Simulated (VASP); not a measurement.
# MnS (F-43m) in VASP: single point with r2SCAN

Aim: the single point of MnS with r2SCAN.

Everything below comes from runs of VASP 6.6.1. Logs are shortened: lines on timing, memory, paths and dates and some standing lists are left out, and cuts for length are marked.

### Step 1. The cell of the first run

It takes space group F-43m (No. 216, cubic). Conventional cell: a = 5.647 Å, b = 5.647 Å, c = 5.647 Å, α = 90.00°, β = 90.00°, γ = 90.00°. Within 3.2 Å of Mn (site symmetry -43m) lie 4 S at 2.45 Å. Within 3.2 Å of S (site symmetry -43m) lie 4 Mn at 2.45 Å.

### Step 2. Single point, r2SCAN, collinear spin, ferromagnetic start

File POSCAR:

```
MnS
1.0
    0.0000000000      2.8236861980     -2.8236861980
    0.0000000000      2.8236861980      2.8236861980
    5.6473723960      0.0000000000      0.0000000000
Mn S
2 2
Direct
    0.0000000000      0.0000000000      0.0000000000
    0.5000000000      0.5000000000      0.5000000000
    0.0000000000      0.5000000000      0.2500000000
    0.5000000000      1.0000000000      0.7500000000
```

File INCAR.step1:

```
SYSTEM = MnS
PREC = Accurate
ENCUT = 550
ISMEAR = 0
SIGMA = 0.05
LREAL = .False.
LASPH = .True.
NELM = 200
ISPIN = 2
MAGMOM = 5 5 0 0
LMAXMIX = 4
NBANDS = 31
GGA = PE
ALGO = Normal
EDIFF = 1E-5
LWAVE = .True.
LCHARG = .False.
GGA_COMPAT = .False.
```

File INCAR.step2:

```
SYSTEM = MnS
PREC = Accurate
ENCUT = 550
EDIFF = 1E-6
ISMEAR = 0
SIGMA = 0.05
LREAL = .False.
LASPH = .True.
NELM = 200
ALGO = Normal
ISIF = 2
LWAVE = .False.
LCHARG = .False.
ISPIN = 2
MAGMOM = 5 5 0 0
LORBIT = 11
LMAXMIX = 4
METAGGA = R2SCAN
LMIXTAU = .True.
NBANDS = 31
ISTART = 1
GGA_COMPAT = .False.
```

File KPOINTS:

```
regular mesh
0
Gamma
  8 8 6
  0 0 0
```

Potentials or basis: VASP PAW PBE potentials, release 64 (Mn_pv, S).

On the command line:

```
$ cat potpaw_PBE.64/Mn_pv/POTCAR potpaw_PBE.64/S/POTCAR > POTCAR
$ cp INCAR.step1 INCAR
$ mpirun -np 1 vasp_std > vasp.out
$ cp INCAR.step2 INCAR
$ mpirun -np 1 vasp_std > vasp.out
```

OUTCAR:

```text
SYSTEM = MnS
   PREC = Accurate
   ENCUT = 550
   EDIFF = 1E-6
   ISMEAR = 0
   LREAL = .False.
   LASPH = .True.
   NELM = 200
   ISIF = 2
   ISPIN = 2
   LORBIT = 11
   METAGGA = R2SCAN
   ISTART = 1

 ion  position               nearest neighbor table
   1  0.000  0.000  0.000-   3 2.45   4 2.45   3 2.45   4 2.45
   2  0.500  0.500  0.500-   3 2.45   4 2.45   4 2.45   3 2.45
   3  0.000  0.500  0.250-   1 2.45   2 2.45   1 2.45   2 2.45
   4  0.500  0.000  0.750-   1 2.45   2 2.45   2 2.45   1 2.45

  LATTYP: Found a simple tetragonal cell.
 ALAT       =     3.9932953171
 C/A-ratio  =     1.4142135624

  Lattice vectors:

 A1 = (   0.0000000000,   2.8236861980,  -2.8236861980)
 A2 = (   0.0000000000,   2.8236861980,   2.8236861980)
 A3 = (   5.6473723960,   0.0000000000,   0.0000000000)

Analysis of symmetry for initial positions (statically):
=====================================================================
 Subroutine PRICEL returns following result:

  LATTYP: Found a face centered cubic cell.
 ALAT       =     5.6473723960
[... 12 lines left out ...]
 Subroutine GETGRP returns: Found  8 space group operations
 (whereof  8 operations were pure point group operations)
 out of a pool of 16 trial point group operations.

The static configuration has the point symmetry D_2d.

Analysis of symmetry for dynamics (positions and initial velocities):
=====================================================================
 Subroutine PRICEL returns following result:

  LATTYP: Found a face centered cubic cell.
 ALAT       =     5.6473723960
[... 12 lines left out ...]
 Subroutine GETGRP returns: Found  8 space group operations
 (whereof  8 operations were pure point group operations)
 out of a pool of 16 trial point group operations.

The dynamic configuration has the point symmetry D_2d.

Analysis of structural, dynamic, and magnetic symmetry:
=====================================================================
 Subroutine PRICEL returns following result:

  LATTYP: Found a face centered cubic cell.
 ALAT       =     5.6473723960
[... 12 lines left out ...]
 Subroutine GETGRP returns: Found  8 space group operations
 (whereof  8 operations were pure point group operations)
 out of a pool of 16 trial point group operations.

The overall configuration has the point symmetry D_2d.

 Subroutine INISYM returns: Found  8 space group operations
 (whereof  8 operations are pure point group operations),
 and found     2 'primitive' translations

----------------------------------------------------------------------------------------

                                     Primitive cell

  volume of cell :      45.0277

[... 115 lines left out ...]
   AEXX    =    0.0000 exact exchange contribution
   IVDW    =     0    specifies the selected vdW correction
   LEPSILON=     F    determine dielectric tensor
   LRPA    =     F    only Hartree local field effects (RPA)
 spin polarized calculation
 Gauss-broadening in eV      SIGMA  =   0.05
  energy-cutoff  :      550.00
  volume of cell :       90.06
 maximum number of plane-waves:      2662
 NGX is ok and might be reduce to    32
   NGX = 15   NGY = 15   NGZ = 21

 number of electron      38.0000038 magnetization       9.9999625

 number of electron      38.0000038 magnetization      10.0000107

 Free energy of the ion-electron system (eV)
  ---------------------------------------------------
  ext. energy  EPLUGINS =         0.00000000
  ---------------------------------------------------
  free energy    TOTEN  =       -49.75840051 eV

  energy without entropy =      -49.75840051  energy(sigma->0) =      -49.75840051

 E-fermi :   4.3482     XC(G=0):  -9.7454

 val. band max:        4.1092546886   @ k =   0.0000   0.0000   0.0000
 cond. band min:       4.8394993613   @ k =   0.0000   0.0000   0.0000
 fundamental gap:      0.7302446728
 Fermi energy:         4.3482488075

 spin component 1

 k-point     1 :       0.0000    0.0000    0.0000
  band No.  band energies     occupation
      1     -48.9829      1.00000
      2     -48.9811      1.00000
      3     -48.9811      1.00000
      4     -48.9801      1.00000
      5     -48.9800      1.00000
      6     -48.9800      1.00000
[... 805 lines left out ...]
     30      10.7930      0.00000
     31      11.9796      0.00000

 [... further k-points ...]

 spin component 2

 k-point     1 :       0.0000    0.0000    0.0000
  band No.  band energies     occupation
      1     -42.7771      1.00000
      2     -42.7753      1.00000
      3     -42.7753      1.00000
      4     -42.7734      1.00000
      5     -42.7734      1.00000
      6     -42.7722      1.00000
[... 805 lines left out ...]
     30      12.0794      0.00000
     31      13.2430      0.00000

 [... further k-points ...]
[... 5 lines left out ...]
  --------------------------------------------------------------------------------------
  -------------------------------------------------------------------------------------
  Total        0.0511142      0.0275176      0.0275176     -0.0000000      0.0000000      0.0000000
  in kB        0.9093744      0.4895659      0.4895659     -0.0000000      0.0000000      0.0000000
  external PRESSURE =       0.6295020 kB  Pullay stress =       0.0000000 kB

 VOLUME and BASIS-vectors are now :
 -----------------------------------------------------------------------------
  energy-cutoff  :      550.00
  volume of cell :       90.06
      direct lattice vectors                 reciprocal lattice vectors
     0.000000000  2.823686198 -2.823686198     0.000000000  0.177073501 -0.177073501
     0.000000000  2.823686198  2.823686198     0.000000000  0.177073501  0.177073501
     5.647372396  0.000000000  0.000000000     0.177073501  0.000000000  0.000000000

 POSITION                                       TOTAL-FORCE (eV/Angst)
 -----------------------------------------------------------------------------------
      0.00000      0.00000      0.00000        -0.000000      0.000000     -0.000000
      2.82369      2.82369      0.00000         0.000000     -0.000000      0.000000
      1.41184      1.41184      1.41184        -0.000000      0.000000     -0.000000
      4.23553      1.41184     -1.41184        -0.000000      0.000000     -0.000000
 -----------------------------------------------------------------------------------
    total drift:                               -0.000000      0.000000      0.000000

  FREE ENERGIE OF THE ION-ELECTRON SYSTEM (eV)
  ---------------------------------------------------
  free  energy   TOTEN  =       -49.7584005147 eV

  energy  without entropy=      -49.7584005147  energy(sigma->0) =      -49.75840051

 total charge

# of ion       s       p       d       tot
------------------------------------------
    1        0.266   6.202   4.872  11.340
    2        0.266   6.202   4.872  11.340
    3        1.302   2.487   0.000   3.789
    4        1.302   2.487   0.000   3.789
--------------------------------------------------
tot          3.136  17.378   9.743  30.257

 magnetization (x)

# of ion       s       p       d       tot
------------------------------------------
    1        0.048   0.061   4.367   4.476
    2        0.048   0.061   4.367   4.476
    3        0.013   0.059   0.000   0.072
    4        0.013   0.059   0.000   0.072
--------------------------------------------------
tot          0.122   0.241   8.733   9.095
```

It took 7.9 min on 1 thread of Intel Xeon 6975P-C (Granite Rapids), shared host; peak memory 0.44 GiB.

Results:

| Item | Value |
| --- | --- |
| Free energy | -49.7584 eV |
| Pressure | 0.1 GPa |
| Band gap on the k mesh | 0.73 eV |
| Net moment | 10.00 μB per cell |
| Site moments | Mn +4.48; S +0.07 μB |
| Valence electrons inside the program's atomic spheres | Mn 11.34; S 3.79 |

Caveat: the PAW data sets were made with another functional, which shifts forces and pressure a little; the run started ferromagnetic, and an antiferromagnetic order may lie lower in energy. r2SCAN opens gaps a little over a GGA but as a rule still falls short of measured ones.
